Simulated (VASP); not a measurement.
# Na (Fm-3m) in VASP: relaxation of cell and atoms with PBEsol

Aim: the relaxation of cell and atoms of Na with PBEsol.

All numbers are computed with VASP 6.6.1; they aren't measurements. Logs are shortened: lines on timing, memory, paths and dates and some standing lists are left out, and cuts for length are marked.

**1. The cell of the first run**

It takes space group Fm-3m (No. 225, cubic). The conventional cell has a = 5.390 Å, b = 5.390 Å, c = 5.390 Å, α = 90.00°, β = 90.00°, γ = 90.00°. Na (site symmetry m-3m) has 12 Na at 3.81 Å within 5.0 Å.

This isn't the form of Na at room conditions, which is bcc.

**2. Relaxation of cell and atoms, PBEsol**

INCAR

```
ALGO = Normal ; EDIFF = 1E-7
EDIFFG = -0.03 ; ENCUT = 500
GGA = PS ; GGA_COMPAT = False
IBRION = 2 ; ISIF = 3
ISMEAR = 1 ; LASPH = True
LCHARG = False ; LREAL = False
LWAVE = False ; NELM = 120
NELMIN = 4 ; NSW = 80
PREC = Accurate ; SIGMA = 0.1
```

KPOINTS

```
k-points
0
Gamma
  7 7 7
```

POSCAR

```
Na
1.0
    0.0000000000      2.6950000000      2.6950000000
    2.6950000000      0.0000000000      2.6950000000
    2.6950000000      2.6950000000      0.0000000000
Na
1
Direct
    0.0000000000      0.0000000000      0.0000000000
```

Potentials or basis: VASP PAW PBE potentials, release 64 (Na_pv).

Command:

```console
$ cat potpaw_PBE.64/Na_pv/POTCAR > POTCAR
$ mpirun -np 1 vasp_std > vasp.out
```

OUTCAR:

```text
EDIFF = 1E-7
   EDIFFG = -0.03
   ENCUT = 500
   GGA = PS
   IBRION = 2
   ISIF = 3
   ISMEAR = 1
   LASPH = True
   LREAL = False
   NELM = 120
   NELMIN = 4
   NSW = 80
   PREC = Accurate

 ion  position               nearest neighbor table
   1  0.000  0.000  0.000-

  LATTYP: Found a face centered cubic cell.
 ALAT       =     5.3900000000

  Lattice vectors:

 A1 = (   0.0000000000,   2.6950000000,   2.6950000000)
 A2 = (   2.6950000000,   0.0000000000,   2.6950000000)
 A3 = (   2.6950000000,   2.6950000000,   0.0000000000)

Analysis of symmetry for initial positions (statically):
=====================================================================
 Subroutine PRICEL returns:
 Original cell was already a primitive cell.

 Routine SETGRP: Setting up the symmetry group for a
 face centered cubic supercell.

 Subroutine GETGRP returns: Found 48 space group operations
 (whereof 48 operations were pure point group operations)
 out of a pool of 48 trial point group operations.

The static configuration has the point symmetry O_h .

Analysis of symmetry for dynamics (positions and initial velocities):
=====================================================================
 Subroutine PRICEL returns:
 Original cell was already a primitive cell.

 Routine SETGRP: Setting up the symmetry group for a
 face centered cubic supercell.

 Subroutine GETGRP returns: Found 48 space group operations
 (whereof 48 operations were pure point group operations)
 out of a pool of 48 trial point group operations.

The dynamic configuration has the point symmetry O_h .

 Subroutine INISYM returns: Found 48 space group operations
 (whereof 48 operations are pure point group operations),
 and found     1 'primitive' translations

----------------------------------------------------------------------------------------

                                     Primitive cell

  volume of cell :      39.1477

  direct lattice vectors                    reciprocal lattice vectors
     0.000000000  2.695000000  2.695000000    -0.185528757  0.185528757  0.185528757
     2.695000000  0.000000000  2.695000000     0.185528757 -0.185528757  0.185528757
     2.695000000  2.695000000  0.000000000     0.185528757  0.185528757 -0.185528757

  length of vectors
     3.811305551  3.811305551  3.811305551     0.321345233  0.321345233  0.321345233

  position of ions in fractional coordinates (direct lattice)
     0.000000000  0.000000000  0.000000000

  ion indices of the primitive-cell ions
   primitive index   ion index
                 1           1

----------------------------------------------------------------------------------------

 KPOINTS: k-points

Automatic generation of k-mesh.
 Grid dimensions read from file:
 generate k-points for:    7    7    7

 Generating k-lattice:

  Cartesian coordinates                     Fractional coordinates (reciprocal lattice)
    -0.026504108  0.026504108  0.026504108     0.142857143  0.000000000  0.000000000
     0.026504108 -0.026504108  0.026504108     0.000000000  0.142857143  0.000000000
     0.026504108  0.026504108 -0.026504108     0.000000000  0.000000000  0.142857143

  Length of vectors
     0.045906462  0.045906462  0.045906462

  Shift w.r.t. Gamma in fractional coordinates (k-lattice)
     0.000000000  0.000000000  0.000000000

 Subroutine IBZKPT returns following result:
 ===========================================

 Found     20 irreducible k-points:

 Following reciprocal coordinates:
            Coordinates               Weight
  0.000000  0.000000  0.000000      1.000000
  0.142857  0.000000  0.000000      8.000000
  0.285714  0.000000  0.000000      8.000000
  0.428571  0.000000  0.000000      8.000000
  0.142857  0.142857  0.000000      6.000000
  0.285714  0.142857  0.000000     24.000000
[... 12 lines left out ...]
 -0.428571  0.428571  0.142857     24.000000
 -0.285714  0.428571  0.142857     24.000000
   k-points           NKPTS =     20   k-points in BZ     NKDIM =     20   number of bands    NBANDS=      7
   number of dos      NEDOS =    301   number of ions     NIONS =      1
   total plane-waves  NPLWV =  21952
   dimension x,y,z NGX =    28 NGY =   28 NGZ =   28
   dimension x,y,z NGXF=    56 NGYF=   56 NGZF=   56
   ions per type =               1
   NGX,Y,Z   is equivalent  to a cutoff of  12.21, 12.21, 12.21 a.u.
   NGXF,Y,Z  is equivalent  to a cutoff of  24.43, 24.43, 24.43 a.u.
 SYSTEM =  unknown system
   PREC   = accura    normal or accurate (medium, high low for compatibility)
   ISTART =      0    job   : 0-new  1-cont  2-samecut
   ICHARG =      2    charge: 1-file 2-atom 10-const
   ISPIN  =      1    spin polarized calculation?
   LNONCOLLINEAR =      F non collinear calculations
   LSORBIT =      F    spin-orbit coupling
   LASPH  =      T    aspherical Exc in radial PAW
   ENCUT  =  500.0 eV  36.75 Ry    6.06 a.u.   6.95  6.95  6.95*2*pi/ulx,y,z
   NELM   =    120;   NELMIN=  4; NELMDL= -5     # of ELM steps
   EDIFF  = 0.1E-06   stopping-criterion for ELM
   LREAL  =      F    real-space projection
   EDIFFG = -.3E-01   stopping-criterion for IOM
   NSW    =     80    number of steps for IOM
   IBRION =      2    ionic relax: 0-MD 1-quasi-New 2-CG
   NFREE  =      1    steps in history (QN), initial steepest desc. (CG)
   ISIF   =      3    stress and relaxation
   ISYM   =      2    0-nonsym 1-usesym 2-fastsym
   POTIM  = 0.5000    time-step for ionic-motion
   TEBEG  =    0.0;   TEEND  =   0.0 temperature during run
   PSTRESS=    0.0 pullay stress
   NELECT =       7.0000    total number of electrons
   NUPDOWN=      -1.0000    fix difference up-down
   EMIN   =  10.00;   EMAX   =-10.00  energy-range for DOS
   EFERMI =   0.00;   METHOD = LEGACY
   ISMEAR =     1;   SIGMA  =   0.10  broadening in eV -4-tet -1-fermi 0-gaus
   EFERMI_NEDOS =   21; number of points for ismear=-14 and -15
   IALGO  =     38    algorithm
   IMIX   =      4    mixing-type and parameters
     AMIX     =   0.40;   BMIX     =  1.00
     AMIX_MAG =   1.60;   BMIX_MAG =  1.00
  volume/ion in A,a.u.               =      39.15       264.18
  Fermi-wavevector in a.u.,A,eV,Ry     =   0.922300  1.742894 11.573616  0.850637
  Thomas-Fermi vector in A             =   2.047811
   LORBIT       =      0    0 simple, 1 ext, 2 COOP (PROOUT), +10 PAW based schemes
   GGA     = PS    functional components
   LHFCALC =     F    Hartree Fock is set to
   AEXX    =    0.0000 exact exchange contribution
   IVDW    =     0    specifies the selected vdW correction
   LEPSILON=     F    determine dielectric tensor
   LRPA    =     F    only Hartree local field effects (RPA)
 conjugate gradient relaxation of ions
 non-spin polarized calculation
 Methfessel and Paxton  Order N= 1 SIGMA  =   0.10
  energy-cutoff  :      500.00
  volume of cell :       39.15
 maximum number of plane-waves:      1006
   NGX = 13   NGY = 13   NGZ = 13

--------------------------------------- Ionic step        1  -------------------------------------------

 number of electron       6.9999996 magnetization

 Free energy of the ion-electron system (eV)
  ---------------------------------------------------
  ext. energy  EPLUGINS =         0.00000000
  ---------------------------------------------------
  free energy    TOTEN  =        -1.41035187 eV

  energy without entropy =       -1.40973029  energy(sigma->0) =       -1.41014468

------------------------ aborting loop because EDIFF is reached ----------------------------------------

  FORCE on cell =-STRESS in cart. coord.  units (eV):
  Direction    XX          YY          ZZ          XY          YZ          ZX
  --------------------------------------------------------------------------------------
  -------------------------------------------------------------------------------------
  Total       -0.1371909     -0.1371909     -0.1371909     -0.0000000     -0.0000000      0.0000000
  in kB       -5.6147397     -5.6147397     -5.6147397     -0.0000000     -0.0000000      0.0000000
  external PRESSURE =      -5.6147397 kB  Pullay stress =       0.0000000 kB

 VOLUME and BASIS-vectors are now :
 -----------------------------------------------------------------------------
  energy-cutoff  :      500.00
  volume of cell :       39.15
      direct lattice vectors                 reciprocal lattice vectors
     0.000000000  2.695000000  2.695000000    -0.185528757  0.185528757  0.185528757
     2.695000000  0.000000000  2.695000000     0.185528757 -0.185528757  0.185528757
     2.695000000  2.695000000  0.000000000     0.185528757  0.185528757 -0.185528757
[... 36 lines left out ...]
 POSITION                                       TOTAL-FORCE (eV/Angst)
 -----------------------------------------------------------------------------------
      5.35433      2.67716      2.67716         0.000000      0.000000      0.000000
 -----------------------------------------------------------------------------------
    total drift:                                0.000000      0.000000      0.000000

  FREE ENERGIE OF THE ION-ELECTRON SYSTEM (eV)
  ---------------------------------------------------
  free  energy   TOTEN  =        -1.4127589740 eV

  energy  without entropy=       -1.4121372577  energy(sigma->0) =       -1.41255174

--------------------------------------- Ionic step        3  -------------------------------------------

 number of electron       7.0000002 magnetization

 Free energy of the ion-electron system (eV)
  ---------------------------------------------------
  ext. energy  EPLUGINS =         0.00000000
  ---------------------------------------------------
  free energy    TOTEN  =        -1.41587822 eV

  energy without entropy =       -1.41525622  energy(sigma->0) =       -1.41567089

 E-fermi :   0.5709     XC(G=0):  -6.5697

 val. band max:        0.0711164570   @ k =   0.4286   0.2857   0.0000
 cond. band min:       0.6080057308   @ k =  -0.2857   0.2857   0.0000
 fundamental gap:      0.5368892737
 Fermi energy:         0.5708520331

 k-point     1 :       0.0000    0.0000    0.0000
  band No.  band energies     occupation
      1     -24.3807      2.00000
      2     -24.3807      2.00000
      3     -24.3807      2.00000
      4      -2.9541      2.00000
      5      11.6312      0.00000
      6      11.6312      0.00000
      7      11.6312      0.00000

 k-point     2 :       0.1429    0.0000    0.0000
  band No.  band energies     occupation
      1     -24.3881      2.00000
      2     -24.3817      2.00000
      3     -24.3817      2.00000
      4      -2.6088      2.00000
      5       8.5226      0.00000
      6      11.1433      0.00000
      7      11.1433      0.00000
[... 200 lines left out ...]
 POSITION                                       TOTAL-FORCE (eV/Angst)
 -----------------------------------------------------------------------------------
     -0.00000      0.00000      0.00000         0.000000     -0.000000      0.000000
 -----------------------------------------------------------------------------------
    total drift:                               -0.000000     -0.000000     -0.000000

  FREE ENERGIE OF THE ION-ELECTRON SYSTEM (eV)
  ---------------------------------------------------
  free  energy   TOTEN  =        -1.4158782204 eV

  energy  without entropy=       -1.4152562187  energy(sigma->0) =       -1.41567089

 reached required accuracy - stopping structural energy minimisation
```

Run time: 7 s. Hardware: 1 thread of Intel Xeon Platinum 8559C (Emerald Rapids), shared host; peak memory 0.14 GiB.

Results:

```
Free energy                           : -1.4159 eV
Relaxed volume                        : 36.12 Å³/atom
Relaxed cell                          : a = 3.710 Å, b = 3.710 Å, c = 3.710 Å, α = 60.00°, β = 60.00°, γ = 60.00°
Space group after relaxing (to 0.1 Å) : Fm-3m (No. 225)
Energy gained by relaxing             : 5.5 meV/atom
Ionic steps                           : 3
Pressure after relaxing               : 0.0 GPa
Band gap on the k mesh                : zero (an odd number of electrons rules out a gap without spin polarisation)
```

Step by step:
```csv
step,energy change (eV),largest force (eV/Å),pressure (GPa),volume (Å³)
1,0.0000,0.0000,-0.56,39.15
2,-0.0024,0.0000,-0.44,38.38
3,-0.0055,0.0000,-0.01,36.12
```

Final structure:
```xyz
1
Lattice="0.0000 2.6237 2.6237 2.6237 0.0000 2.6237 2.6237 2.6237 0.0000" Properties=species:S:1:pos:R:3 pbc="T T T"
Na    0.0000    0.0000    0.0000
```

Levels at points of the mesh, in eV from the Fermi level:
```tsv
k point	band 1	band 2	band 3	band 4	band 5	band 6	band 7
(0.00, 0.00, 0.00)	-24.95	-24.95	-24.95	-3.52	11.06	11.06	11.06
```

Caveat: the PAW data sets were made with another functional, which shifts forces and pressure a little.
